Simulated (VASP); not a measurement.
# GaN (kk07) (F-43m) in VASP: a series of runs, part 2 of 2

VASP 6.6.1.

**4. Single point, LDA**

Input file INCAR:

```
SYSTEM = GaN
  PREC = Accurate
  ENCUT = 910
  EDIFF = 1E-6
  ISMEAR = 0
  SIGMA = 0.02
  LREAL = .FALSE.
  LASPH = .TRUE.
  NELM = 120
  ALGO = Normal
  ISIF = 2
  LWAVE = .FALSE.
  LCHARG = .FALSE.
  GGA = CA
  NBANDS = 16
  GGA_COMPAT = .FALSE.
```

Input file KPOINTS:

```
regular mesh
0
G
  14 14 14
  0 0 0
```

Input file POSCAR:

```
GaN
1.0
    0.0000000000      2.2276074888      2.2276074888
    2.2276074888      0.0000000000      2.2276074888
    2.2276074888      2.2276074888      0.0000000000
Ga N
1 1
Direct
    0.0000000000      0.0000000000      0.0000000000
    0.2500000000      0.2500000000      0.2500000000
```

Potentials or basis: VASP PAW LDA potentials, release 64 (Ga_d, N_h).

Command:

```bash
> cat potpaw_LDA.64/Ga_d/POTCAR potpaw_LDA.64/N_h/POTCAR > POTCAR
> mpirun -np 1 vasp_std > vasp.out
```

OUTCAR:

```text
SYSTEM = GaN
   PREC = Accurate
   ENCUT = 910
   EDIFF = 1E-6
   ISMEAR = 0
   LREAL = .FALSE.
   LASPH = .TRUE.
   NELM = 120
   ISIF = 2
   GGA = CA

 ion  position               nearest neighbor table
   1  0.000  0.000  0.000-   2 1.93   2 1.93   2 1.93   2 1.93
   2  0.250  0.250  0.250-   1 1.93   1 1.93   1 1.93   1 1.93

  LATTYP: Found a face centered cubic cell.
 ALAT       =     4.4552149776

  Lattice vectors:

 A1 = (   0.0000000000,   2.2276074888,   2.2276074888)
 A2 = (   2.2276074888,   0.0000000000,   2.2276074888)
 A3 = (   2.2276074888,   2.2276074888,   0.0000000000)

Analysis of symmetry for initial positions (statically):
=====================================================================
 Subroutine PRICEL returns:
 Original cell was already a primitive cell.

 Routine SETGRP: Setting up the symmetry group for a
 face centered cubic supercell.

 Subroutine GETGRP returns: Found 24 space group operations
 (whereof 24 operations were pure point group operations)
 out of a pool of 48 trial point group operations.

The static configuration has the point symmetry T_d .

Analysis of symmetry for dynamics (positions and initial velocities):
=====================================================================
 Subroutine PRICEL returns:
 Original cell was already a primitive cell.

 Routine SETGRP: Setting up the symmetry group for a
 face centered cubic supercell.

 Subroutine GETGRP returns: Found 24 space group operations
 (whereof 24 operations were pure point group operations)
 out of a pool of 48 trial point group operations.

The dynamic configuration has the point symmetry T_d .

 Subroutine INISYM returns: Found 24 space group operations
 (whereof 24 operations are pure point group operations),
 and found     1 'primitive' translations
[... 103 lines left out ...]
   POTIM  = 0.5000    time-step for ionic-motion
   TEBEG  =    0.0;   TEEND  =   0.0 temperature during run
   PSTRESS=    0.0 pullay stress
   NELECT =      18.0000    total number of electrons
   NUPDOWN=      -1.0000    fix difference up-down
   EMIN   =  10.00;   EMAX   =-10.00  energy-range for DOS
   EFERMI =   0.00;   METHOD = LEGACY
   ISMEAR =     0;   SIGMA  =   0.02  broadening in eV -4-tet -1-fermi 0-gaus
   EFERMI_NEDOS =   21; number of points for ismear=-14 and -15
   IALGO  =     38    algorithm
   IMIX   =      4    mixing-type and parameters
     AMIX     =   0.40;   BMIX     =  1.00
     AMIX_MAG =   1.60;   BMIX_MAG =  1.00
  volume/ion in A,a.u.               =      11.05        74.60
  Fermi-wavevector in a.u.,A,eV,Ry     =   1.528681  2.888789 31.795006  2.336867
  Thomas-Fermi vector in A             =   2.636407
   LORBIT       =      0    0 simple, 1 ext, 2 COOP (PROOUT), +10 PAW based schemes
   GGA     = CA    functional components
   LHFCALC =     F    Hartree Fock is set to
   AEXX    =    0.0000 exact exchange contribution
   IVDW    =     0    specifies the selected vdW correction
   LEPSILON=     F    determine dielectric tensor
   LRPA    =     F    only Hartree local field effects (RPA)
 non-spin polarized calculation
 Gauss-broadening in eV      SIGMA  =   0.02
  energy-cutoff  :      910.00
  volume of cell :       22.11
 maximum number of plane-waves:      1411
   NGX = 15   NGY = 15   NGZ = 15

 number of electron      17.9999998 magnetization

 Free energy of the ion-electron system (eV)
  ---------------------------------------------------
  ext. energy  EPLUGINS =         0.00000000
  ---------------------------------------------------
  free energy    TOTEN  =       -13.94631029 eV

  energy without entropy =      -13.94631029  energy(sigma->0) =      -13.94631029

 E-fermi :   5.9462     XC(G=0): -12.3197

 val. band max:        5.7397374163   @ k =   0.0000   0.0000   0.0000
 cond. band min:       7.7142507983   @ k =   0.0000   0.0000   0.0000
 fundamental gap:      1.9745133819
 Fermi energy:         5.9462189378

 k-point     1 :       0.0000    0.0000    0.0000
  band No.  band energies     occupation
      1     -10.3683      2.00000
      2      -7.8508      2.00000
      3      -7.8508      2.00000
      4      -7.8508      2.00000
      5      -7.4963      2.00000
      6      -7.4963      2.00000
[... 433 lines left out ...]
      3      -7.7363      2.00000
      4      -7.6030      2.00000
      5      -7.4627      2.00000
      6      -7.3477      2.00000
[... 8 lines left out ...]
     15      24.9760      0.00000
     16      25.3723      0.00000

 [... further k-points ...]
[... 5 lines left out ...]
  --------------------------------------------------------------------------------------
  -------------------------------------------------------------------------------------
  Total        0.1250908      0.1250908      0.1250908      0.0000000      0.0000000     -0.0000000
  in kB        9.0654614      9.0654614      9.0654614      0.0000000      0.0000000     -0.0000000
  external PRESSURE =       9.0654614 kB  Pullay stress =       0.0000000 kB

 VOLUME and BASIS-vectors are now :
 -----------------------------------------------------------------------------
  energy-cutoff  :      910.00
  volume of cell :       22.11
      direct lattice vectors                 reciprocal lattice vectors
     0.000000000  2.227607489  2.227607489    -0.224456060  0.224456060  0.224456060
     2.227607489  0.000000000  2.227607489     0.224456060 -0.224456060  0.224456060
     2.227607489  2.227607489  0.000000000     0.224456060  0.224456060 -0.224456060

 POSITION                                       TOTAL-FORCE (eV/Angst)
 -----------------------------------------------------------------------------------
      0.00000      0.00000      0.00000        -0.000000     -0.000000     -0.000000
      1.11380      1.11380      1.11380         0.000000      0.000000      0.000000
 -----------------------------------------------------------------------------------
    total drift:                                0.000000      0.000000      0.000000

  FREE ENERGIE OF THE ION-ELECTRON SYSTEM (eV)
  ---------------------------------------------------
  free  energy   TOTEN  =       -13.9463102942 eV

  energy  without entropy=      -13.9463102942  energy(sigma->0) =      -13.94631029
```

OSZICAR:

```text
N       E                     dE             d eps       ncg     rms          rms(c)
DAV:   1     0.107389115306E+03    0.10739E+03   -0.12593E+04  3784   0.279E+03
DAV:   2    -0.526592852901E+01   -0.11266E+03   -0.10380E+03  3816   0.419E+02
DAV:   3    -0.158007094834E+02   -0.10535E+02   -0.10403E+02  3808   0.923E+01
DAV:   4    -0.159959294275E+02   -0.19522E+00   -0.19497E+00  4232   0.125E+01
DAV:   5    -0.159984535757E+02   -0.25241E-02   -0.25241E-02  3992   0.132E+00    0.762E+00
DAV:   6    -0.140018719846E+02    0.19966E+01   -0.48436E+00  5016   0.410E+01    0.208E+00
DAV:   7    -0.139731764181E+02    0.28696E-01   -0.26198E-01  3624   0.595E+00    0.129E+00
DAV:   8    -0.139484821535E+02    0.24694E-01   -0.59204E-02  4248   0.267E+00    0.347E-01
DAV:   9    -0.139462951412E+02    0.21870E-02   -0.81055E-03  4912   0.208E+00    0.704E-02
DAV:  10    -0.139463183011E+02   -0.23160E-04   -0.81404E-04  4440   0.386E-01    0.206E-02
DAV:  11    -0.139463105564E+02    0.77446E-05   -0.63936E-05  5040   0.147E-01    0.552E-03
DAV:  12    -0.139463102942E+02    0.26227E-06   -0.66622E-06  4224   0.438E-02
   1 F= -.13946310E+02 E0= -.13946310E+02  d E =-.632618E-51
```

It took 78 s on 1 thread of Intel Xeon Platinum 8375C at 2.90GHz (Ice Lake), shared host; peak memory 0.21 GiB.

What came out:

* Free energy: -13.9463 eV
* Pressure: 0.9 GPa
* Band gap on the k mesh: 1.97 eV, direct

Caveat: the cutoff is under 1.25 times the usual one of these potentials, so pressure, stress and relaxed cells hold a basis-set (Pulay) error.

**5. Overview**

| task | potentials or basis | cell | cutoff (eV) | second run | gap on the mesh (eV) | pressure (GPa) |
| --- | --- | --- | --- | --- | --- | --- |
| single point | VASP PAW LDA potentials, release 64 (Ga_d, N) | a = 3.150 Å, angles 60.0°, 2 atoms | 520 | - | 1.97 | 1.1 |
| relaxation of cell and atoms | VASP PAW LDA potentials, release 64 (Ga_d, N) | relaxed from a = 3.187 Å, angles 60.0°, 2 atoms | 600 | - | 1.94 | 0.0 |
| single point | VASP PAW LDA potentials, release 64 (Ga_d, N_h) | a = 3.150 Å, angles 60.0°, 2 atoms | 910 | hard_potentials | 1.97 | 0.9 |

Alike in all rows: level LDA; no spin polarisation; k mesh 14 × 14 × 14; smearing gaussian 0.02 eV.

Caveats: the cutoff is under 1.25 times the usual one of these potentials, so pressure, stress and relaxed cells hold a basis-set (Pulay) error (some runs).

Absolute energies hang on the potentials; compare differences alone.
